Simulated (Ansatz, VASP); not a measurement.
**Two plane-wave programs on KCl**

```
CELL_PARAMETERS angstrom
3.93518 0.00000 0.00000
0.00000 3.93518 0.00000
0.00000 0.00000 3.93518
ATOMIC_POSITIONS crystal
K 0.00000 0.00000 0.00000
Cl 0.50000 0.50000 0.50000
```

Change from the starting cell: strain +0.025 along x and y, +0.025 along z, atoms carried along.

Alike in both runs: task single point; functional LDA; k mesh 6 × 6 × 6; occupations gaussian, width 0.05 eV; no spin polarisation.

|  | VASP | Ansatz |
| --- | --- | --- |
| version | VASP 6.6.1 | Ansatz 0.2.0 |
| potentials or method | VASP PAW LDA potentials, release 64 (K_sv, Cl), cutoff 520 eV | scalar-relativistic, plane waves, PAW |
| valence electrons in the cell | 16 | 16 |

|  | VASP | Ansatz | Ansatz less VASP |
| --- | --- | --- | --- |
| gap on the k mesh at the Fermi level (eV) | 4.09 | 4.08 | -0.006 |
| least direct gap on the mesh (eV) | 4.29 | 4.28 | -0.006 |
| pressure (GPa) | -3.8 | -3.8 | 0.00 |

LDA's correlation is that of Perdew and Zunger in VASP and of Perdew and Wang (1992) in Ansatz.
